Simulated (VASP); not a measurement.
# SrTiO3 (Pm-3m) in VASP: further runs

Aim: see how the results for SrTiO3 move with the level of theory and the settings. Levels: PBEsol, PBE. Tasks: relaxation of cell and atoms, single point.

All numbers are computed with VASP 6.6.1; they aren't measurements. Logs are shortened: lines on timing, memory, paths and dates and some standing lists are left out, and cuts for length are marked.

**1. The cell of the first run**

It takes space group Pm-3m (No. 221, cubic). Conventional cell: a = 3.936 Å, b = 3.936 Å, c = 3.936 Å, α = 90.00°, β = 90.00°, γ = 90.00°. Sr (site symmetry m-3m) has 12 O at 2.78 Å and 8 Ti at 3.41 Å within 3.7 Å. Ti (site symmetry m-3m) has 6 O at 1.97 Å within 2.6 Å. Within 2.6 Å of O (site symmetry 4/mmm) lie 2 Ti at 1.97 Å.

**2. Relaxation of cell and atoms, PBEsol**

INCAR

```
SYSTEM = SrTiO3
PREC = Accurate
ENCUT = 600
EDIFF = 1E-7
ISMEAR = -1
SIGMA = 0.02
LREAL = .False.
LASPH = .True.
NELM = 60
ALGO = Normal
ISIF = 3
LWAVE = .False.
LCHARG = .False.
GGA = PS
IBRION = 2
NSW = 80
EDIFFG = -0.005
```

KPOINTS

```
Automatic mesh
0
Gamma
  6 6 6
  0 0 0
```

POSCAR

```
SrTiO3
1.0
    3.9364351398      0.0000000000      0.0000000000
    0.0000000000      3.9364351398      0.0000000000
    0.0000000000      0.0000000000      3.9364351398
Sr Ti O
1 1 3
Direct
    0.0000000000      0.0000000000      0.0000000000
    0.5000000000      0.5000000000      0.5000000000
    0.5000000000      0.0000000000      0.5000000000
    0.5000000000      0.5000000000      0.0000000000
    0.0000000000      0.5000000000      0.5000000000
```

Potentials or basis: VASP PAW PBE potentials, release 64 (Sr_sv, Ti_sv, O).

On the command line:

```
$ cat potpaw_PBE.64/Sr_sv/POTCAR potpaw_PBE.64/Ti_sv/POTCAR potpaw_PBE.64/O/POTCAR > POTCAR
$ mpirun -np 1 vasp_std > vasp.out
```

OUTCAR:

```text
SYSTEM = SrTiO3
   PREC = Accurate
   ENCUT = 600
   EDIFF = 1E-7
   ISMEAR = -1
   LREAL = .False.
   LASPH = .True.
   NELM = 60
   ISIF = 3
   GGA = PS
   IBRION = 2
   NSW = 80
   EDIFFG = -0.005

 ion  position               nearest neighbor table
   1  0.000  0.000  0.000-   3 2.78   4 2.78   5 2.78   3 2.78   5 2.78   4 2.78   5 2.78   5 2.78
                             3 2.78   4 2.78   3 2.78   4 2.78   2 3.41   2 3.41   2 3.41   2 3.41
   2  0.500  0.500  0.500-   3 1.97   4 1.97   5 1.97   4 1.97   3 1.97   5 1.97   1 3.41   1 3.41
                             1 3.41   1 3.41   1 3.41   1 3.41   1 3.41   1 3.41
   3  0.500  0.000  0.500-   2 1.97   2 1.97   1 2.78   1 2.78   1 2.78   1 2.78
   4  0.500  0.500  0.000-   2 1.97   2 1.97   1 2.78   1 2.78   1 2.78   1 2.78
   5  0.000  0.500  0.500-   2 1.97   2 1.97   1 2.78   1 2.78   1 2.78   1 2.78

  LATTYP: Found a simple cubic cell.
 ALAT       =     3.9364351398

  Lattice vectors:

 A1 = (   3.9364351398,   0.0000000000,   0.0000000000)
 A2 = (   0.0000000000,   3.9364351398,   0.0000000000)
 A3 = (   0.0000000000,   0.0000000000,   3.9364351398)

Analysis of symmetry for initial positions (statically):
=====================================================================
 Subroutine PRICEL returns:
 Original cell was already a primitive cell.

 Routine SETGRP: Setting up the symmetry group for a
 simple cubic supercell.

 Subroutine GETGRP returns: Found 48 space group operations
 (whereof 48 operations were pure point group operations)
 out of a pool of 48 trial point group operations.

The static configuration has the point symmetry O_h .

Analysis of symmetry for dynamics (positions and initial velocities):
=====================================================================
 Subroutine PRICEL returns:
 Original cell was already a primitive cell.

 Routine SETGRP: Setting up the symmetry group for a
 simple cubic supercell.

 Subroutine GETGRP returns: Found 48 space group operations
 (whereof 48 operations were pure point group operations)
 out of a pool of 48 trial point group operations.

The dynamic configuration has the point symmetry O_h .

 Subroutine INISYM returns: Found 48 space group operations
 (whereof 48 operations are pure point group operations),
 and found     1 'primitive' translations

----------------------------------------------------------------------------------------

                                     Primitive cell

  volume of cell :      60.9971

  direct lattice vectors                    reciprocal lattice vectors
     3.936435140  0.000000000  0.000000000     0.254036956  0.000000000  0.000000000
     0.000000000  3.936435140  0.000000000     0.000000000  0.254036956  0.000000000
     0.000000000  0.000000000  3.936435140     0.000000000  0.000000000  0.254036956

  length of vectors
     3.936435140  3.936435140  3.936435140     0.254036956  0.254036956  0.254036956

  position of ions in fractional coordinates (direct lattice)
     0.000000000  0.000000000  0.000000000
     0.500000000  0.500000000  0.500000000
     0.500000000  0.000000000  0.500000000
     0.500000000  0.500000000  0.000000000
     0.000000000  0.500000000  0.500000000

  ion indices of the primitive-cell ions
   primitive index   ion index
                 1           1
                 2           2
                 3           3
                 4           4
                 5           5

----------------------------------------------------------------------------------------

 KPOINTS: Automatic mesh

Automatic generation of k-mesh.
 Grid dimensions read from file:
 generate k-points for:    6    6    6

 Generating k-lattice:

  Cartesian coordinates                     Fractional coordinates (reciprocal lattice)
     0.042339493  0.000000000  0.000000000     0.166666667  0.000000000  0.000000000
     0.000000000  0.042339493  0.000000000     0.000000000  0.166666667  0.000000000
     0.000000000  0.000000000  0.042339493     0.000000000  0.000000000  0.166666667

  Length of vectors
     0.042339493  0.042339493  0.042339493

  Shift w.r.t. Gamma in fractional coordinates (k-lattice)
     0.000000000  0.000000000  0.000000000

 Subroutine IBZKPT returns following result:
 ===========================================

 Found     20 irreducible k-points:

 Following reciprocal coordinates:
            Coordinates               Weight
  0.000000  0.000000  0.000000      1.000000
  0.166667  0.000000  0.000000      6.000000
  0.333333  0.000000  0.000000      6.000000
  0.500000  0.000000  0.000000      3.000000
  0.166667  0.166667  0.000000     12.000000
  0.333333  0.166667  0.000000     24.000000
[... 12 lines left out ...]
  0.500000  0.500000  0.333333      6.000000
  0.500000  0.500000  0.500000      1.000000
   k-points           NKPTS =     20   k-points in BZ     NKDIM =     20   number of bands    NBANDS=     24
   number of dos      NEDOS =    301   number of ions     NIONS =      5
   total plane-waves  NPLWV =  32768
   dimension x,y,z NGX =    32 NGY =   32 NGZ =   32
   dimension x,y,z NGXF=    64 NGYF=   64 NGZF=   64
   ions per type =               1   1   3
   NGX,Y,Z   is equivalent  to a cutoff of  13.51, 13.51, 13.51 a.u.
   NGXF,Y,Z  is equivalent  to a cutoff of  27.03, 27.03, 27.03 a.u.
 SYSTEM =  SrTiO3
   PREC   = accura    normal or accurate (medium, high low for compatibility)
   ISTART =      0    job   : 0-new  1-cont  2-samecut
   ICHARG =      2    charge: 1-file 2-atom 10-const
   ISPIN  =      1    spin polarized calculation?
   LNONCOLLINEAR =      F non collinear calculations
   LSORBIT =      F    spin-orbit coupling
   LASPH  =      T    aspherical Exc in radial PAW
   ENCUT  =  600.0 eV  44.10 Ry    6.64 a.u.   7.86  7.86  7.86*2*pi/ulx,y,z
   NELM   =     60;   NELMIN=  2; NELMDL= -5     # of ELM steps
   EDIFF  = 0.1E-06   stopping-criterion for ELM
   LREAL  =      F    real-space projection
   EDIFFG = -.5E-02   stopping-criterion for IOM
   NSW    =     80    number of steps for IOM
   IBRION =      2    ionic relax: 0-MD 1-quasi-New 2-CG
   NFREE  =      1    steps in history (QN), initial steepest desc. (CG)
   ISIF   =      3    stress and relaxation
   ISYM   =      2    0-nonsym 1-usesym 2-fastsym
   POTIM  = 0.5000    time-step for ionic-motion
   TEBEG  =    0.0;   TEEND  =   0.0 temperature during run
   PSTRESS=    0.0 pullay stress
   NELECT =      40.0000    total number of electrons
   NUPDOWN=      -1.0000    fix difference up-down
   EMIN   =  10.00;   EMAX   =-10.00  energy-range for DOS
   EFERMI =   0.00;   METHOD = LEGACY
   ISMEAR =    -1;   SIGMA  =   0.02  broadening in eV -4-tet -1-fermi 0-gaus
   EFERMI_NEDOS =   21; number of points for ismear=-14 and -15
   IALGO  =     38    algorithm
   IMIX   =      4    mixing-type and parameters
     AMIX     =   0.40;   BMIX     =  1.00
     AMIX_MAG =   1.60;   BMIX_MAG =  1.00
  volume/ion in A,a.u.               =      12.20        82.33
  Fermi-wavevector in a.u.,A,eV,Ry     =   1.422302  2.687760 27.523798  2.022942
  Thomas-Fermi vector in A             =   2.543020
   LORBIT       =      0    0 simple, 1 ext, 2 COOP (PROOUT), +10 PAW based schemes
   GGA     = PS    functional components
   LHFCALC =     F    Hartree Fock is set to
   AEXX    =    0.0000 exact exchange contribution
   IVDW    =     0    specifies the selected vdW correction
   LEPSILON=     F    determine dielectric tensor
   LRPA    =     F    only Hartree local field effects (RPA)
 conjugate gradient relaxation of ions
 non-spin polarized calculation
  energy-cutoff  :      600.00
  volume of cell :       61.00
 maximum number of plane-waves:      2054
 NGX is ok and might be reduce to    32
   NGX = 15   NGY = 15   NGZ = 15

--------------------------------------- Ionic step        1  -------------------------------------------

 number of electron      39.9999974 magnetization

 Free energy of the ion-electron system (eV)
  ---------------------------------------------------
  ext. energy  EPLUGINS =         0.00000000
  ---------------------------------------------------
  free energy    TOTEN  =       -41.99172376 eV

  energy without entropy =      -41.99172376  energy(sigma->0) =      -41.99172376

------------------------ aborting loop because EDIFF is reached ----------------------------------------

  FORCE on cell =-STRESS in cart. coord.  units (eV):
  Direction    XX          YY          ZZ          XY          YZ          ZX
  --------------------------------------------------------------------------------------
  -------------------------------------------------------------------------------------
  Total       -2.1037928     -2.1037928     -2.1037928      0.0000000      0.0000000      0.0000000
  in kB      -55.2591551    -55.2591551    -55.2591551      0.0000000      0.0000000      0.0000000
  external PRESSURE =     -55.2591551 kB  Pullay stress =       0.0000000 kB
[... 63 lines left out ...]
  energy  without entropy=      -41.9957847174  energy(sigma->0) =      -41.99578472

--------------------------------------- Ionic step        3  -------------------------------------------

 number of electron      39.9999982 magnetization

 Free energy of the ion-electron system (eV)
  ---------------------------------------------------
  ext. energy  EPLUGINS =         0.00000000
  ---------------------------------------------------
  free energy    TOTEN  =       -42.02593690 eV

  energy without entropy =      -42.02593690  energy(sigma->0) =      -42.02593690

 E-fermi :   4.6775     XC(G=0): -11.5817

 val. band max:        4.0891585910   @ k =   0.5000   0.5000   0.5000
 cond. band min:       5.9038578146   @ k =   0.0000   0.0000   0.0000
 fundamental gap:      1.8146992236
 Fermi energy:         4.6774526795

 k-point     1 :       0.0000    0.0000    0.0000
  band No.  band energies     occupation
      1     -52.0802      2.00000
      2     -28.5309      2.00000
      3     -28.4478      2.00000
      4     -28.4478      2.00000
      5     -28.4478      2.00000
      6     -13.2992      2.00000
[... 561 lines left out ...]
  FREE ENERGIE OF THE ION-ELECTRON SYSTEM (eV)
  ---------------------------------------------------
  free  energy   TOTEN  =       -42.0259369015 eV

  energy  without entropy=      -42.0259369015  energy(sigma->0) =      -42.02593690

 reached required accuracy - stopping structural energy minimisation
```

Wall time 46 s (1 thread of Intel Xeon Platinum 8488C (Sapphire Rapids), shared host); peak memory 0.21 GiB.

What came out:

| Quantity | Value |
| --- | --- |
| Free energy | -42.0259 eV |
| Relaxed volume | 11.82 Å³/atom |
| Relaxed cell | a = 3.895 Å, b = 3.895 Å, c = 3.895 Å, α = 90.00°, β = 90.00°, γ = 90.00° |
| Space group after relaxing (to 0.05 Å) | Pm-3m (No. 221) |
| Energy gained by relaxing | 6.8 meV/atom |
| Ionic steps | 3 |
| Pressure after relaxing | 0.0 GPa |
| Band gap on the k mesh | 1.81 eV, indirect (least direct gap 2.17 eV) |

Step by step:
| step | energy change (eV) | largest force (eV/Å) | pressure (GPa) | volume (Å³) |
| --- | --- | --- | --- | --- |
| 1 | 0.0000 | 0.0000 | -5.53 | 61.00 |
| 2 | -0.0041 | 0.0000 | 5.80 | 57.36 |
| 3 | -0.0342 | 0.0000 | -0.03 | 59.08 |

Final structure:
```yaml
crystal:
  lattice:
    - [3.89470, 0.00000, 0.00000]
    - [0.00000, 3.89470, 0.00000]
    - [0.00000, 0.00000, 3.89470]
  atoms:
    - { symbol: Sr, position: [0.00000, 0.00000, 0.00000] }
    - { symbol: Ti, position: [0.50000, 0.50000, 0.50000] }
    - { symbol: O, position: [0.50000, 0.00000, 0.50000] }
    - { symbol: O, position: [0.50000, 0.50000, 0.00000] }
    - { symbol: O, position: [0.00000, 0.50000, 0.50000] }
```

Levels at points of the mesh, in eV from the valence-band top:
| k point | band 16 | band 17 | band 18 | band 19 | band 20 | band 21 | band 22 | band 23 | band 24 |
| --- | --- | --- | --- | --- | --- | --- | --- | --- | --- |
| (0.00, 0.00, 0.00) | -1.20 | -1.20 | -0.35 | -0.35 | -0.35 | 1.81 | 1.81 | 1.81 | 4.39 |
| (0.50, 0.00, 0.00) | -2.41 | -2.41 | -2.06 | -0.74 | -0.74 | 2.00 | 3.82 | 3.82 | 4.41 |
| (0.50, 0.50, 0.00) | -2.94 | -1.74 | -1.60 | -1.60 | -0.10 | 3.83 | 3.83 | 4.28 | 5.38 |
| (0.50, 0.50, 0.50) | -3.80 | -3.80 | 0.00 | 0.00 | 0.00 | 4.52 | 4.52 | 4.52 | 6.89 |

Caveat: the PAW data sets were made with another functional, which shifts forces and pressure a little. A k mesh can miss the band edges.

**3. Single point, PBE, non-collinear spin, zero start, spin-orbit coupling**

This run uses another cell than the first one, of 11.93 Å³/atom, 0.978 times its volume.

INCAR

```
SYSTEM = SrTiO3
  PREC = Accurate
  ENCUT = 520
  EDIFF = 1E-6
  ISMEAR = 0
  SIGMA = 0.01
  LREAL = .FALSE.
  LASPH = .TRUE.
  NELM = 150
  ALGO = Normal
  ISIF = 2
  LWAVE = .FALSE.
  LCHARG = .FALSE.
  MAGMOM = 0 0 0 0 0 0 0 0 0 0 0 0 0 0 0
  LORBIT = 11
  LSORBIT = .TRUE.
  GGA_COMPAT = .FALSE.
  LORBMOM = .TRUE.
  LMAXMIX = 4
  GGA = PE
  NBANDS = 55
```

KPOINTS

```
Automatic mesh
0
G
  6 6 6
  0 0 0
```

Edit POSCAR of step 2 so:

```diff
@@ -2,5 +2,5 @@
 1.0
-    3.9364351398      0.0000000000      0.0000000000
-    0.0000000000      3.9364351398      0.0000000000
-    0.0000000000      0.0000000000      3.9364351398
+    3.9068515433      0.0000000000      0.0000000000
+    0.0000000000      3.9068515433      0.0000000000
+    0.0000000000      0.0000000000      3.9068515433
 Sr Ti O
```

Potentials or basis: VASP PAW PBE potentials, release 64 (Sr_sv, Ti_sv, O).

On the command line:

```
$ cat potpaw_PBE.64/Sr_sv/POTCAR potpaw_PBE.64/Ti_sv/POTCAR potpaw_PBE.64/O/POTCAR > POTCAR
$ mpirun -np 1 vasp_ncl > vasp.out
```

Run time: 3.2 min. Hardware: 1 thread of Intel Xeon 6975P-C, shared host; peak memory 0.33 GiB.

It converged, with:

```yaml
Free_energy: -40.1705 eV
Pressure: 4.7 GPa
Net_moment: 0.00 μB per cell
Valence_electrons_inside_the_program's_atomic_spheres: Sr 8.02; Ti 10.31; O 5.06
```

Moments on the atoms (μB; x, y, z):
```
Sr  0.00 0.00 0.00
Ti  0.00 0.00 0.00
O   0.00 0.00 0.00
O   0.00 0.00 0.00
O   0.00 0.00 0.00
```
